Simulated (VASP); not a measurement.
# Si (C2) in VASP: single point with LDA

Aim: the single point of Si with LDA.

Everything below comes from runs of VASP 6.6.1. Logs are shortened: lines on timing, memory, paths and dates and some standing lists are left out, and cuts for length are marked.

## Step 1: The cell of the first run

The structure is monoclinic, space group C2 (No. 5). The conventional cell has a = 5.043 Å, b = 32.410 Å, c = 3.817 Å, α = 90.00°, β = 112.23°, γ = 90.00°. Si (site symmetry 1) has 4 Si at 2.33 to 2.36 Å within 3.1 Å. Within 3.1 Å of Si (site symmetry 1) lie 3 Si at 2.33 to 2.36 Å. Si (site symmetry 1) has 4 Si at 2.33 to 2.36 Å within 3.1 Å. Within 3.1 Å of Si (site symmetry 2) lie 2 Si at 2.33 Å. Within 3.1 Å of Si (site symmetry 2) lie 4 Si at 2.33 to 2.36 Å. Within 3.1 Å of Si (site symmetry 2) lie 4 Si at 2.33 to 2.36 Å. Within 3.1 Å of Si (site symmetry 2) lie 4 Si at 2.33 to 2.36 Å. Si (site symmetry 2) has 4 Si at 2.33 to 2.36 Å within 3.1 Å.

## Step 2: Single point, LDA

Contents of INCAR:

```
SYSTEM = Si
  ALGO = Normal
  EDIFF = 1E-6
  ENCUT = 520
  ISIF = 2
  ISMEAR = 0
  ISYM = 0
  LASPH = .TRUE.
  LCHARG = .TRUE.
  LELF = .TRUE.
  LREAL = .FALSE.
  LVHAR = .TRUE.
  LWAVE = .FALSE.
  NBANDS = 36
  NELM = 80
  PREC = Accurate
  SIGMA = 0.03
```

Contents of KPOINTS:

```
k-points
0
G
  9 7 3
  0 0 0
```

Contents of POSCAR:

```
Si
1.0
    0.0000000000      0.0000000000     -3.8165079742
   -3.3010168595     -3.3010168595     -1.9082539871
  -13.1091939268      9.8081770673      0.9541269936
Si
12
Direct
    0.8269310402      0.5240235225      0.2365712058
    0.1150109304      0.2359436323      0.8127309861
    0.4709709853      0.3799835774      0.5246510960
    0.4692401656      0.2394052717      0.2365712058
    0.7573200558     -0.0486746185      0.8127309861
    0.1132801107      0.0953653266      0.5246510960
    0.0555674318     -0.0257674318      0.0515348635
    0.3436473219     -0.3138473219      0.6276946438
    0.6996073768     -0.1698073768      0.3396147537
    0.2406037741     -0.2108037741      0.4216075481
    0.5965638290     -0.0667638290      0.1335276579
    0.8846437191     -0.3548437191      0.7096874383
```

Potentials or basis: VASP PAW LDA potentials, release 64 (Si).

Launch:

```bash
$ cat potpaw_LDA.64/Si/POTCAR > POTCAR
$ mpirun -np 1 vasp_std > vasp.out
```

OUTCAR:

```text
SYSTEM = Si
   EDIFF = 1E-6
   ENCUT = 520
   ISIF = 2
   ISMEAR = 0
   ISYM = 0
   LASPH = .TRUE.
   LREAL = .FALSE.
   NELM = 80
   PREC = Accurate

 ion  position               nearest neighbor table
   1  0.827  0.524  0.237-   4 2.33   4 2.33  11 2.36   9 2.36
   2  0.115  0.236  0.813-   5 2.33   5 2.33  12 2.36
   3  0.471  0.380  0.525-   6 2.33   6 2.33   8 2.36  10 2.36
   4  0.469  0.239  0.237-   1 2.33   1 2.33   9 2.36  11 2.36
   5  0.757  0.951  0.813-   2 2.33   2 2.33  12 2.36
   6  0.113  0.095  0.525-   3 2.33   3 2.33   8 2.36  10 2.36
   7  0.056  0.974  0.052-  11 2.33  11 2.33
   8  0.344  0.686  0.628-  12 2.33  12 2.33   6 2.36   3 2.36
   9  0.700  0.830  0.340-  10 2.33  10 2.33   4 2.36   1 2.36
  10  0.241  0.789  0.422-   9 2.33   9 2.33   3 2.36   6 2.36
  11  0.597  0.933  0.134-   7 2.33   7 2.33   1 2.36   4 2.36
  12  0.885  0.645  0.710-   8 2.33   8 2.33   5 2.36   2 2.36

IMPORTANT INFORMATION: All symmetrisations will be switched off!
NOSYMM: (Re-)initialisation of all symmetry stuff for point group C_1.

----------------------------------------------------------------------------------------

                                     Primitive cell

  volume of cell :     288.7212

  direct lattice vectors                    reciprocal lattice vectors
     0.000000000  0.000000000 -3.816507974     0.053916728  0.097551750 -0.262019628
    -3.301016859 -3.301016859 -1.908253987    -0.129650967 -0.173285989  0.000000000
   -13.109193927  9.808177067  0.954126994    -0.043635023  0.043635023  0.000000000

  length of vectors
     3.816507974  5.043298315 16.400050644     0.284741362  0.216419517  0.061709241

  position of ions in fractional coordinates (direct lattice)
     0.826931040  0.524023523  0.236571206
     0.115010930  0.235943632  0.812730986
     0.470970985  0.379983577  0.524651096
     0.469240166  0.239405272  0.236571206
     0.757320056  0.951325381  0.812730986
     0.113280111  0.095365327  0.524651096
     0.055567432  0.974232568  0.051534864
     0.343647322  0.686152678  0.627694644
     0.699607377  0.830192623  0.339614754
     0.240603774  0.789196226  0.421607548
     0.596563829  0.933236171  0.133527658
     0.884643719  0.645156281  0.709687438

  ion indices of the primitive-cell ions
   primitive index   ion index
                 1           1
                 2           2
                 3           3
                 4           4
                 5           5
                 6           6
                 7           7
                 8           8
                 9           9
                10          10
                11          11
                12          12

----------------------------------------------------------------------------------------

 KPOINTS: k-points

Automatic generation of k-mesh.
 Grid dimensions read from file:
 generate k-points for:    9    7    3

 Generating k-lattice:

  Cartesian coordinates                     Fractional coordinates (reciprocal lattice)
     0.005990748  0.010839083 -0.029113292     0.111111111  0.000000000  0.000000000
    -0.018521567 -0.024755141  0.000000000     0.000000000  0.142857143 -0.000000000
    -0.014545008  0.014545008  0.000000000     0.000000000  0.000000000  0.333333333

  Length of vectors
     0.031637929  0.030917074  0.020569747

  Shift w.r.t. Gamma in fractional coordinates (k-lattice)
     0.000000000  0.000000000  0.000000000

 -----------------------------------------------------------------------------
|                                                                             |
|           W    W    AA    RRRRR   N    N  II  N    N   GGGG   !!!           |
|           W    W   A  A   R    R  NN   N  II  NN   N  G    G  !!!           |
|           W    W  A    A  R    R  N N  N  II  N N  N  G       !!!           |
|           W WW W  AAAAAA  RRRRR   N  N N  II  N  N N  G  GGG   !            |
|           WW  WW  A    A  R   R   N   NN  II  N   NN  G    G                |
|           W    W  A    A  R    R  N    N  II  N    N   GGGG   !!!           |
|                                                                             |
|     Your reciprocal lattice and k-lattice belong to different lattice       |
|     classes:                                                                |
|                                                                             |
|        The reciprocal lattice is base-centered monoclinic,                  |
|        whereas your k-lattice is triclinic.                                 |
|                                                                             |
|     Results are often still useful ...                                      |
|                                                                             |
 -----------------------------------------------------------------------------

 WARNING: IBZKPT: internal override: KBLOWUP is changed to .FALSE.
      ... skipping the blow-up phase ...

 Subroutine IBZKPT returns following result:
 ===========================================

 Found     95 irreducible k-points:

 Following reciprocal coordinates:
            Coordinates               Weight
  0.000000  0.000000  0.000000      1.000000
  0.111111  0.000000  0.000000      2.000000
  0.222222  0.000000  0.000000      2.000000
  0.333333  0.000000  0.000000      2.000000
  0.444444  0.000000  0.000000      2.000000
  0.000000  0.142857  0.000000      2.000000
[... 16 lines left out ...]
 -0.111111  0.285714  0.000000      2.000000
  0.000000  0.428571  0.000000      2.000000
 [... further k-points ...]
   k-points           NKPTS =     95   k-points in BZ     NKDIM =     95   number of bands    NBANDS=     36
   number of dos      NEDOS =    301   number of ions     NIONS =     12
   total plane-waves  NPLWV = 141120
   dimension x,y,z NGX =    28 NGY =   40 NGZ =  126
   dimension x,y,z NGXF=    56 NGYF=   80 NGZF=  252
   ions per type =              12
   NGX,Y,Z   is equivalent  to a cutoff of  12.20, 13.19, 12.77 a.u.
   NGXF,Y,Z  is equivalent  to a cutoff of  24.39, 26.37, 25.55 a.u.
 SYSTEM =  Si
   PREC   = accura    normal or accurate (medium, high low for compatibility)
   ISTART =      0    job   : 0-new  1-cont  2-samecut
   ICHARG =      2    charge: 1-file 2-atom 10-const
   ISPIN  =      1    spin polarized calculation?
   LNONCOLLINEAR =      F non collinear calculations
   LSORBIT =      F    spin-orbit coupling
   LASPH  =      T    aspherical Exc in radial PAW
   ENCUT  =  520.0 eV  38.22 Ry    6.18 a.u.   7.10  9.38 30.49*2*pi/ulx,y,z
   NELM   =     80;   NELMIN=  2; NELMDL= -5     # of ELM steps
   EDIFF  = 0.1E-05   stopping-criterion for ELM
   LREAL  =      F    real-space projection
   EDIFFG = 0.1E-04   stopping-criterion for IOM
   NSW    =      0    number of steps for IOM
   IBRION =     -1    ionic relax: 0-MD 1-quasi-New 2-CG
   NFREE  =      0    steps in history (QN), initial steepest desc. (CG)
   ISIF   =      2    stress and relaxation
   ISYM   =      0    0-nonsym 1-usesym 2-fastsym
   POTIM  = 0.5000    time-step for ionic-motion
   TEBEG  =    0.0;   TEEND  =   0.0 temperature during run
   PSTRESS=    0.0 pullay stress
   NELECT =      48.0000    total number of electrons
   NUPDOWN=      -1.0000    fix difference up-down
   EMIN   =  10.00;   EMAX   =-10.00  energy-range for DOS
   EFERMI =   0.00;   METHOD = LEGACY
   ISMEAR =     0;   SIGMA  =   0.03  broadening in eV -4-tet -1-fermi 0-gaus
   EFERMI_NEDOS =   21; number of points for ismear=-14 and -15
   IALGO  =     38    algorithm
   IMIX   =      4    mixing-type and parameters
     AMIX     =   0.40;   BMIX     =  1.00
     AMIX_MAG =   1.60;   BMIX_MAG =  1.00
  volume/ion in A,a.u.               =      24.06       162.37
  Fermi-wavevector in a.u.,A,eV,Ry     =   0.900179  1.701092 11.025110  0.810323
  Thomas-Fermi vector in A             =   2.023105
   LORBIT       =      0    0 simple, 1 ext, 2 COOP (PROOUT), +10 PAW based schemes
   GGA     = CA    functional components
   LHFCALC =     F    Hartree Fock is set to
   AEXX    =    0.0000 exact exchange contribution
   IVDW    =     0    specifies the selected vdW correction
   LEPSILON=     F    determine dielectric tensor
   LRPA    =     F    only Hartree local field effects (RPA)
 non-spin polarized calculation
 Gauss-broadening in eV      SIGMA  =   0.03
  energy-cutoff  :      520.00
  volume of cell :      288.72
 maximum number of plane-waves:      7804
   NGX = 15   NGY = 19   NGZ = 61

 number of electron      47.9999998 magnetization

 Free energy of the ion-electron system (eV)
  ---------------------------------------------------
  ext. energy  EPLUGINS =         0.00000000
  ---------------------------------------------------
  free energy    TOTEN  =       -66.04216912 eV

  energy without entropy =      -66.03799939  energy(sigma->0) =      -66.04008425

 E-fermi :   4.0639     XC(G=0):  -8.7382

 val. band max:        4.0637622555   @ k =   0.4444   0.4286   0.0000
 cond. band min:       4.0640421953   @ k =   0.4444  -0.4286   0.3333
 fundamental gap:      0.0002799398
 Fermi energy:         4.0639317938

 k-point     1 :       0.0000    0.0000    0.0000
  band No.  band energies     occupation
      1      -7.9025      2.00000
      2      -7.4770      2.00000
      3      -6.7810      2.00000
      4      -5.6356      2.00000
      5      -4.8141      2.00000
      6      -3.9759      2.00000
[... 28 lines left out ...]
     35       6.4456      0.00000
     36       6.8775      0.00000
[... 866 lines left out ...]
      6      -5.4756      2.00000
[... 28 lines left out ...]
     35       8.0625      0.00000
     36       8.3111      0.00000

 [... further k-points ...]

------------------------ aborting loop because EDIFF is reached ----------------------------------------

  FORCE on cell =-STRESS in cart. coord.  units (eV):
  Direction    XX          YY          ZZ          XY          YZ          ZX
  --------------------------------------------------------------------------------------
  -------------------------------------------------------------------------------------
  Total       -2.4807507     -2.4807326     -1.5675806     -0.0687665      0.2518696      0.2515478
  in kB      -13.7662293    -13.7661285     -8.6988483     -0.3816002      1.3976797      1.3958938
  external PRESSURE =     -12.0770687 kB  Pullay stress =       0.0000000 kB

 VOLUME and BASIS-vectors are now :
 -----------------------------------------------------------------------------
  energy-cutoff  :      520.00
  volume of cell :      288.72
      direct lattice vectors                 reciprocal lattice vectors
     0.000000000  0.000000000 -3.816507974     0.053916728  0.097551750 -0.262019628
    -3.301016859 -3.301016859 -1.908253987    -0.129650967 -0.173285989  0.000000000
   -13.109193927  9.808177067  0.954126994    -0.043635023  0.043635023  0.000000000

 POSITION                                       TOTAL-FORCE (eV/Angst)
 -----------------------------------------------------------------------------------
     -4.83107      0.59052     -3.93024        -0.019724      0.198722     -0.009053
    -11.43310      7.19256     -0.11373         0.142876      0.303697      0.078734
     -8.13209      3.89154     -2.02199         0.032028      0.077874      0.014133
     -3.89154      1.53005     -2.02199        -0.201105      0.023195      0.008903
    -13.79459      4.83107     -3.93024        -0.300877     -0.143593     -0.078618
     -7.19256      4.83107     -0.11373        -0.078228     -0.031715     -0.014115
     -3.89154     -2.71050     -2.02199         0.503564     -0.500903     -0.000209
    -10.49357      3.89154     -2.02199         0.009413     -0.009345     -0.000196
     -7.19256      0.59052     -3.93024         0.010073     -0.013926      0.000871
     -8.13209      1.53005     -2.02199        -0.001798      0.003087     -0.000748
     -4.83107     -1.77097     -3.93024         0.026142     -0.027897     -0.000142
    -11.43310      4.83107     -3.93024        -0.122364      0.120804      0.000440
 -----------------------------------------------------------------------------------
    total drift:                               -0.000274      0.000165      0.000162

  FREE ENERGIE OF THE ION-ELECTRON SYSTEM (eV)
  ---------------------------------------------------
  free  energy   TOTEN  =       -66.0421691202 eV

  energy  without entropy=      -66.0379993857  energy(sigma->0) =      -66.04008425
```

Wall time 18 min (1 thread of Intel Xeon 6975P-C, shared host); peak memory 0.72 GiB.

Results:

- Free energy: -66.0422 eV
- Pressure: -1.2 GPa
- Largest force: 0.710 eV/Å
- Band gap on the k mesh: zero (band 24 reaches 4.35 eV, above the bottom of band 25 at 3.98 eV)

Forces on the atoms (eV/Å):
```
Si  -0.020  0.199 -0.009
Si   0.143  0.304  0.079
Si   0.032  0.078  0.014
Si  -0.201  0.023  0.009
Si  -0.301 -0.144 -0.079
Si  -0.078 -0.032 -0.014
Si   0.504 -0.501  0.000
Si   0.009 -0.009  0.000
Si   0.010 -0.014  0.001
Si  -0.002  0.003 -0.001
Si   0.026 -0.028  0.000
Si  -0.122  0.121  0.000
```

Levels at points of the mesh, in eV from the Fermi level:
```csv
k point,band 21,band 22,band 23,band 24,band 25,band 26,band 27,band 28
"(0.00, 0.00, 0.00)",-1.44,-1.31,-1.24,-0.58,0.36,1.13,1.21,1.62
```
